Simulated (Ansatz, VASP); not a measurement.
Fe in VASP and in Ansatz

Contents of INCAR:

```
SYSTEM = Fe
PREC = Accurate
ENCUT = 600
EDIFF = 1E-6
ISMEAR = -1
SIGMA = 0.08
LREAL = .False.
LASPH = .True.
NELM = 120
ALGO = Normal
ISIF = 2
LWAVE = .False.
LCHARG = .False.
GGA = PE
NBANDS = 15
GGA_COMPAT = .False.
```

The input KPOINTS:

```
regular mesh
0
Gamma
  17 17 10
  0 0 0
```

POSCAR

```
Fe
1.0
    2.4341575853      0.0000000000      0.0000000000
   -1.2170787927      2.1080423057      0.0000000000
    0.0000000000      0.0000000000      3.8803538147
Fe
2
Direct
    0.3333333333      0.6666666667      0.2500000000
    0.6666666667      0.3333333333      0.7500000000
```

Input for Ansatz:

```yaml
crystal:
  lattice:
    - [2.4341575853, 0.0, 0.0]
    - [-1.2170787927, 2.1080423057, 0.0]
    - [0.0, 0.0, 3.8803538147]
  atoms:
    - { symbol: Fe, position: [0.3333333333, 0.6666666667, 0.25] }
    - { symbol: Fe, position: [0.6666666667, 0.3333333333, 0.75] }
kpoints:
  mp_grid: { grid: [17, 17, 10] }
  band_path:
    path:
      - [0.0, 0.0, 0.0]
      - [0.5, 0.0, 0.0]
      - [0.3333333333, 0.3333333333, 0.0]
      - [0.0, 0.0, 0.0]
      - [0.0, 0.0, 0.5]
      - [0.5, 0.0, 0.5]
      - [0.3333333333, 0.3333333333, 0.5]
      - [0.0, 0.0, 0.5]
      - [0.5, 0.0, 0.5]
    npoints: 5
scf:
  occupations: { method: fermi_dirac, width: 0.08 }
hamiltonian:
  xc: pbe
  pseudopotentials: { kind: all_electron, lapw: { basis_error: 0.00025 } }
output:
  forces: true
  stress: true
  eigenvalues: true
```

Change from the starting cell: zz strain of +1 %.

Alike in both runs: task single point; functional PBE; k mesh 17 × 17 × 10; occupations fermi-dirac, width 0.08 eV; no spin polarisation.

|  | VASP | Ansatz |
| --- | --- | --- |
| version | VASP 6.6.1 | Ansatz 0.2.0 |
| potentials or method | VASP PAW PBE potentials, release 64 (Fe), cutoff 600 eV | all-electron LAPW, scalar-relativistic |

```csv
,VASP,Ansatz,Ansatz less VASP
pressure (GPa),6.8,7.5,+0.68
"traceless stress, the component that is largest in VASP (GPa)",-2.45,-2.41,+0.037
```

Ansatz ran all-electron here, and VASP with PAW potentials.
